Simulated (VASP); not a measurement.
# In3As (Pm-3m) in VASP: further runs

In3As is run at these levels: LDA; tasks: relaxation of the atoms.

All numbers are computed with VASP 6.6.1; they aren't measurements. Logs are shortened: lines on timing, memory, paths and dates and some standing lists are left out, and cuts for length are marked.

## 1. The cell of the first run

It takes space group Pm-3m (No. 221, cubic). Conventional cell: a = 4.672 Å, b = 4.672 Å, c = 4.672 Å, α = 90.00°, β = 90.00°, γ = 90.00°. Within 4.3 Å of In (site symmetry 4/mmm) lie 8 In at 3.30 Å and 4 As at 3.30 Å. Within 4.3 Å of As (site symmetry m-3m) lie 12 In at 3.30 Å.

## 2. Relaxation of the atoms, LDA

Contents of INCAR:

```
PREC = Accurate ; ENCUT = 450
EDIFF = 1E-7 ; ISMEAR = -1
SIGMA = 0.1 ; LREAL = F
LASPH = T ; NELM = 120
ALGO = Normal ; ISIF = 2
LWAVE = F ; LCHARG = F
GGA = CA ; IBRION = 2
NSW = 80 ; EDIFFG = -0.05
GGA_COMPAT = F ; NELMIN = 4
```

Contents of KPOINTS:

```
Automatic mesh
0
Gamma
  3 3 3
```

Contents of POSCAR:

```
In3As
1.0
    4.6716810000      0.0000000000      0.0000000000
    0.0000000000      4.6716810000      0.0000000000
    0.0000000000      0.0000000000      4.6716810000
In As
3 1
Direct
    0.0000000000      0.5000000000      0.5000000000
    0.5000000000      0.0000000000      0.5000000000
    0.5000000000      0.5000000000      0.0000000000
    0.0000000000      0.0000000000      0.0000000000
```

Potentials or basis: VASP PAW LDA potentials, release 64 (In_d, As).

Command:

```bash
cat potpaw_LDA.64/In_d/POTCAR potpaw_LDA.64/As/POTCAR > POTCAR
mpirun -np 1 vasp_std > vasp.out
```

OUTCAR:

```text
PREC = Accurate
   ENCUT = 450
   EDIFF = 1E-7
   ISMEAR = -1
   LREAL = F
   LASPH = T
   NELM = 120
   ISIF = 2
   GGA = CA
   IBRION = 2
   NSW = 80
   EDIFFG = -0.05
   NELMIN = 4

 ion  position               nearest neighbor table
   1  0.000  0.500  0.500-   2 3.30   3 3.30   4 3.30   3 3.30   4 3.30   2 3.30   4 3.30   4 3.30
                             2 3.30   3 3.30   3 3.30   2 3.30
   2  0.500  0.000  0.500-   1 3.30   3 3.30   4 3.30   3 3.30   4 3.30   1 3.30   3 3.30   3 3.30
                             1 3.30   4 3.30   4 3.30   1 3.30
   3  0.500  0.500  0.000-   1 3.30   2 3.30   4 3.30   1 3.30   2 3.30   2 3.30   4 3.30   2 3.30
                             1 3.30   4 3.30   1 3.30   4 3.30
   4  0.000  0.000  0.000-   1 3.30   2 3.30   3 3.30   1 3.30   2 3.30   1 3.30   3 3.30   1 3.30
                             2 3.30   3 3.30   2 3.30   3 3.30

  LATTYP: Found a simple cubic cell.
 ALAT       =     4.6716810000

  Lattice vectors:

 A1 = (   4.6716810000,   0.0000000000,   0.0000000000)
 A2 = (   0.0000000000,   4.6716810000,   0.0000000000)
 A3 = (   0.0000000000,   0.0000000000,   4.6716810000)

Analysis of symmetry for initial positions (statically):
=====================================================================
 Subroutine PRICEL returns:
 Original cell was already a primitive cell.

 Routine SETGRP: Setting up the symmetry group for a
 simple cubic supercell.

 Subroutine GETGRP returns: Found 48 space group operations
 (whereof 48 operations were pure point group operations)
 out of a pool of 48 trial point group operations.

The static configuration has the point symmetry O_h .

Analysis of symmetry for dynamics (positions and initial velocities):
=====================================================================
 Subroutine PRICEL returns:
 Original cell was already a primitive cell.

 Routine SETGRP: Setting up the symmetry group for a
 simple cubic supercell.

 Subroutine GETGRP returns: Found 48 space group operations
 (whereof 48 operations were pure point group operations)
 out of a pool of 48 trial point group operations.

The dynamic configuration has the point symmetry O_h .

 Subroutine INISYM returns: Found 48 space group operations
 (whereof 48 operations are pure point group operations),
 and found     1 'primitive' translations

----------------------------------------------------------------------------------------

                                     Primitive cell

  volume of cell :     101.9576

  direct lattice vectors                    reciprocal lattice vectors
     4.671681000  0.000000000  0.000000000     0.214055711  0.000000000  0.000000000
     0.000000000  4.671681000  0.000000000     0.000000000  0.214055711  0.000000000
     0.000000000  0.000000000  4.671681000     0.000000000  0.000000000  0.214055711

  length of vectors
     4.671681000  4.671681000  4.671681000     0.214055711  0.214055711  0.214055711

  position of ions in fractional coordinates (direct lattice)
     0.000000000  0.500000000  0.500000000
     0.500000000  0.000000000  0.500000000
     0.500000000  0.500000000  0.000000000
     0.000000000  0.000000000  0.000000000

  ion indices of the primitive-cell ions
   primitive index   ion index
                 1           1
                 2           2
                 3           3
                 4           4

----------------------------------------------------------------------------------------

 KPOINTS: Automatic mesh

Automatic generation of k-mesh.
 Grid dimensions read from file:
 generate k-points for:    3    3    3

 Generating k-lattice:

  Cartesian coordinates                     Fractional coordinates (reciprocal lattice)
     0.071351904  0.000000000  0.000000000     0.333333333  0.000000000  0.000000000
     0.000000000  0.071351904  0.000000000     0.000000000  0.333333333  0.000000000
     0.000000000  0.000000000  0.071351904     0.000000000  0.000000000  0.333333333

  Length of vectors
     0.071351904  0.071351904  0.071351904

  Shift w.r.t. Gamma in fractional coordinates (k-lattice)
     0.000000000  0.000000000  0.000000000

 Subroutine IBZKPT returns following result:
 ===========================================

 Found      4 irreducible k-points:

 Following reciprocal coordinates:
            Coordinates               Weight
  0.000000  0.000000  0.000000      1.000000
  0.333333  0.000000  0.000000      6.000000
  0.333333  0.333333  0.000000     12.000000
  0.333333  0.333333  0.333333      8.000000
   k-points           NKPTS =      4   k-points in BZ     NKDIM =      4   number of bands    NBANDS=     26
   number of dos      NEDOS =    301   number of ions     NIONS =      4
   total plane-waves  NPLWV =  32768
   dimension x,y,z NGX =    32 NGY =   32 NGZ =   32
   dimension x,y,z NGXF=    64 NGYF=   64 NGZF=   64
   ions per type =               3   1
   NGX,Y,Z   is equivalent  to a cutoff of  11.39, 11.39, 11.39 a.u.
   NGXF,Y,Z  is equivalent  to a cutoff of  22.77, 22.77, 22.77 a.u.
 SYSTEM =  unknown system
   PREC   = accura    normal or accurate (medium, high low for compatibility)
   ISTART =      0    job   : 0-new  1-cont  2-samecut
   ICHARG =      2    charge: 1-file 2-atom 10-const
   ISPIN  =      1    spin polarized calculation?
   LNONCOLLINEAR =      F non collinear calculations
   LSORBIT =      F    spin-orbit coupling
   LASPH  =      T    aspherical Exc in radial PAW
   ENCUT  =  450.0 eV  33.07 Ry    5.75 a.u.   8.08  8.08  8.08*2*pi/ulx,y,z
   NELM   =    120;   NELMIN=  4; NELMDL= -5     # of ELM steps
   EDIFF  = 0.1E-06   stopping-criterion for ELM
   LREAL  =      F    real-space projection
   EDIFFG = -.5E-01   stopping-criterion for IOM
   NSW    =     80    number of steps for IOM
   IBRION =      2    ionic relax: 0-MD 1-quasi-New 2-CG
   NFREE  =      1    steps in history (QN), initial steepest desc. (CG)
   ISIF   =      2    stress and relaxation
   ISYM   =      2    0-nonsym 1-usesym 2-fastsym
   POTIM  = 0.5000    time-step for ionic-motion
   TEBEG  =    0.0;   TEEND  =   0.0 temperature during run
   PSTRESS=    0.0 pullay stress
   NELECT =      44.0000    total number of electrons
   NUPDOWN=      -1.0000    fix difference up-down
   EMIN   =  10.00;   EMAX   =-10.00  energy-range for DOS
   EFERMI =   0.00;   METHOD = LEGACY
   ISMEAR =    -1;   SIGMA  =   0.10  broadening in eV -4-tet -1-fermi 0-gaus
   EFERMI_NEDOS =   21; number of points for ismear=-14 and -15
   IALGO  =     38    algorithm
   IMIX   =      4    mixing-type and parameters
     AMIX     =   0.40;   BMIX     =  1.00
     AMIX_MAG =   1.60;   BMIX_MAG =  1.00
  volume/ion in A,a.u.               =      25.49       172.01
  Fermi-wavevector in a.u.,A,eV,Ry     =   1.237141  2.337858 20.823961  1.530518
  Thomas-Fermi vector in A             =   2.371720
   LORBIT       =      0    0 simple, 1 ext, 2 COOP (PROOUT), +10 PAW based schemes
   GGA     = CA    functional components
   LHFCALC =     F    Hartree Fock is set to
   AEXX    =    0.0000 exact exchange contribution
   IVDW    =     0    specifies the selected vdW correction
   LEPSILON=     F    determine dielectric tensor
   LRPA    =     F    only Hartree local field effects (RPA)
 conjugate gradient relaxation of ions
 non-spin polarized calculation
  energy-cutoff  :      450.00
  volume of cell :      101.96
 maximum number of plane-waves:      2223
   NGX = 17   NGY = 17   NGZ = 17

 number of electron      43.9999915 magnetization

 Free energy of the ion-electron system (eV)
  ---------------------------------------------------
  ext. energy  EPLUGINS =         0.00000000
  ---------------------------------------------------
  free energy    TOTEN  =       -14.51578294 eV

  energy without entropy =      -14.40683149  energy(sigma->0) =      -14.46130722

 E-fermi :   6.7938     XC(G=0): -10.3961

 val. band max:        6.6725386188   @ k =   0.3333   0.0000   0.0000
 cond. band min:       6.8345664718   @ k =   0.3333   0.3333   0.0000
 fundamental gap:      0.1620278530
 Fermi energy:         6.7937516886

 k-point     1 :       0.0000    0.0000    0.0000
  band No.  band energies     occupation
      1      -8.2327      2.00000
      2      -8.2231      2.00000
      3      -8.2231      2.00000
      4      -8.2231      2.00000
      5      -8.0500      2.00000
      6      -8.0500      2.00000
[... 18 lines left out ...]
     25       8.4553      0.00000
     26      10.8633      0.00000

 k-point     2 :       0.3333    0.0000    0.0000
  band No.  band energies     occupation
      1      -8.2065      2.00000
      2      -8.1388      2.00000
      3      -8.1068      2.00000
      4      -8.1068      2.00000
      5      -8.0356      2.00000
      6      -7.9766      2.00000
[... 18 lines left out ...]
     25       8.4527      0.00000
     26       8.9351      0.00000

 k-point     3 :       0.3333    0.3333    0.0000
  band No.  band energies     occupation
      1      -8.1228      2.00000
      2      -8.1199      2.00000
      3      -8.0624      2.00000
      4      -8.0349      2.00000
      5      -8.0288      2.00000
      6      -7.9761      2.00000
[... 18 lines left out ...]
     25       8.7262      0.00000
     26       8.9830      0.00000

 k-point     4 :       0.3333    0.3333    0.3333
  band No.  band energies     occupation
      1      -8.1464      2.00000
      2      -8.0887      2.00000
      3      -8.0887      2.00000
      4      -8.0824      2.00000
      5      -8.0219      2.00000
      6      -8.0219      2.00000
[... 18 lines left out ...]
     25      10.2271      0.00000
     26      10.2271      0.00000

------------------------ aborting loop because EDIFF is reached ----------------------------------------

  FORCE on cell =-STRESS in cart. coord.  units (eV):
  Direction    XX          YY          ZZ          XY          YZ          ZX
  --------------------------------------------------------------------------------------
  -------------------------------------------------------------------------------------
  Total       -2.3835303     -2.3835303     -2.3835303      0.0000000      0.0000000     -0.0000000
  in kB      -37.4551648    -37.4551648    -37.4551648      0.0000000      0.0000000     -0.0000000
  external PRESSURE =     -37.4551648 kB  Pullay stress =       0.0000000 kB

 VOLUME and BASIS-vectors are now :
 -----------------------------------------------------------------------------
  energy-cutoff  :      450.00
  volume of cell :      101.96
      direct lattice vectors                 reciprocal lattice vectors
     4.671681000  0.000000000  0.000000000     0.214055711  0.000000000  0.000000000
     0.000000000  4.671681000  0.000000000     0.000000000  0.214055711  0.000000000
     0.000000000  0.000000000  4.671681000     0.000000000  0.000000000  0.214055711

 POSITION                                       TOTAL-FORCE (eV/Angst)
 -----------------------------------------------------------------------------------
      0.00000      2.33584      2.33584         0.000000      0.000000      0.000000
      2.33584      0.00000      2.33584         0.000000      0.000000      0.000000
      2.33584      2.33584      0.00000         0.000000      0.000000      0.000000
      0.00000      0.00000      0.00000         0.000000      0.000000      0.000000
 -----------------------------------------------------------------------------------
    total drift:                                0.000000     -0.000000     -0.000000

  FREE ENERGIE OF THE ION-ELECTRON SYSTEM (eV)
  ---------------------------------------------------
  free  energy   TOTEN  =       -14.5157829447 eV

  energy  without entropy=      -14.4068314941  energy(sigma->0) =      -14.46130722

 reached required accuracy - stopping structural energy minimisation
```

Run time: 7.5 s. Hardware: 1 thread of Intel Xeon Platinum 8259CL at 2.50GHz (Skylake/Cascade Lake), shared host; peak memory 0.15 GiB.

What came out:

```
Free energy             : -14.5158 eV
Pressure after relaxing : -3.7 GPa
Band gap on the k mesh  : zero (bands 22 and 23 overlap by 0.47 eV)
```

Final structure:
```cif
data_structure
_symmetry_space_group_name_H-M 'P 1'
_symmetry_Int_Tables_number 1
_cell_length_a 4.6717
_cell_length_b 4.6717
_cell_length_c 4.6717
_cell_angle_alpha 90.000
_cell_angle_beta 90.000
_cell_angle_gamma 90.000
_cell_volume 101.96
loop_
_atom_site_label
_atom_site_type_symbol
_atom_site_fract_x
_atom_site_fract_y
_atom_site_fract_z
_atom_site_occupancy
In1 In 0.00000 0.50000 0.50000 1
In2 In 0.50000 0.00000 0.50000 1
In3 In 0.50000 0.50000 0.00000 1
As1 As 0.00000 0.00000 0.00000 1
```

Levels at points of the mesh, in eV from the Fermi level:
```csv
k point,band 20,band 21,band 22,band 23,band 24,band 25
"(0.00, 0.00, 0.00)",-3.24,-2.40,-2.40,1.66,1.66,1.66
```

Caveat: the k points lie up to 0.45 Å⁻¹ apart; the relaxation stopped at its first step, so nothing moved; semilocal functionals underestimate gaps, so a narrow gap can read as zero; spin-orbit coupling is left out, which moves the levels of the heavy elements.

## 3. Relaxation of the atoms, LDA

Contents of INCAR:

```
PREC = Accurate
ENCUT = 450
EDIFF = 1E-7
ISMEAR = -1
SIGMA = 0.1
LREAL = F
LASPH = T
NELM = 120
ALGO = Normal
ISIF = 2
LWAVE = F
LCHARG = F
IBRION = 2
NSW = 80
EDIFFG = -0.05
GGA_COMPAT = F
NELMIN = 4
```

KPOINTS is that of step 2.

POSCAR is that of step 2.

Potentials or basis: VASP PAW LDA potentials, release 64 (In_d, As).

Command:

```bash
cat potpaw_LDA.64/In_d/POTCAR potpaw_LDA.64/As/POTCAR > POTCAR
mpirun -np 1 vasp_std > vasp.out
```

It took 7.5 s on 1 thread of Intel Xeon Platinum 8259CL at 2.50GHz (Skylake/Cascade Lake), shared host; peak memory 0.15 GiB.

The run converged. Its results:

```yaml
Free_energy: -14.5158 eV
Pressure_after_relaxing: -3.7 GPa
Band_gap_on_the_k_mesh: zero (bands 22 and 23 overlap by 0.47 eV)
```

Final structure:
```
In As
1.0
     4.67168    0.00000    0.00000
     0.00000    4.67168    0.00000
     0.00000    0.00000    4.67168
In As
3 1
Direct
  0.00000 0.50000 0.50000
  0.50000 0.00000 0.50000
  0.50000 0.50000 0.00000
  0.00000 0.00000 0.00000
```

Levels at points of the mesh, in eV from the Fermi level:
```
           k point  band 18  band 19  band 20  band 21  band 22  band 23  band 24  band 25  band 26
(0.00, 0.00, 0.00)    -3.24    -3.24    -3.24    -2.40    -2.40     1.66     1.66     1.66     4.07
```

Caveat: the k points lie up to 0.45 Å⁻¹ apart; the relaxation stopped at its first step, so nothing moved; semilocal functionals underestimate gaps, so a narrow gap can read as zero; spin-orbit coupling is left out, which moves the levels of the heavy elements.
